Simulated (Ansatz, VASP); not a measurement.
## Two plane-wave programs on BaTe

```
CELL_PARAMETERS angstrom
6.00144 0.00000 0.00000
0.00000 6.00144 0.00000
0.00000 0.00000 4.24363
ATOMIC_POSITIONS crystal
Ba 0.50000 0.00000 0.49995
Ba 0.00000 0.50000 0.50005
Te 0.00000 0.00000 0.00000
Te 0.50000 0.50000 0.00000
```

Alike in both runs: task single point; functional PBE; k mesh 6 × 6 × 8; occupations gaussian, width 0.05 eV; no spin polarisation.

|  | VASP | Ansatz |
| --- | --- | --- |
| version | VASP 6.6.1 | Ansatz 0.2.0 |
| potentials or method | VASP PAW PBE potentials, release 64 (Ba_sv, Te), cutoff 520 eV | scalar-relativistic, plane waves, PAW |
| valence electrons in the cell | 32 | 52 |

|  | VASP | Ansatz | Ansatz less VASP |
| --- | --- | --- | --- |
| gap on the k mesh at the Fermi level (eV) | 0.76 | 0.86 | +0.102 |
| least direct gap on the mesh (eV) | 0.76 | 0.86 | +0.102 |
| pressure (GPa) | 0.5 | 0.0 | -0.46 |

With one functional, cell and mesh, what is left measures potentials, basis and numerics. VASP's potentials hold 32 valence electrons a cell and Ansatz's 52, so a difference there can come from the potentials and not from the codes.

Spin-orbit coupling is off throughout.
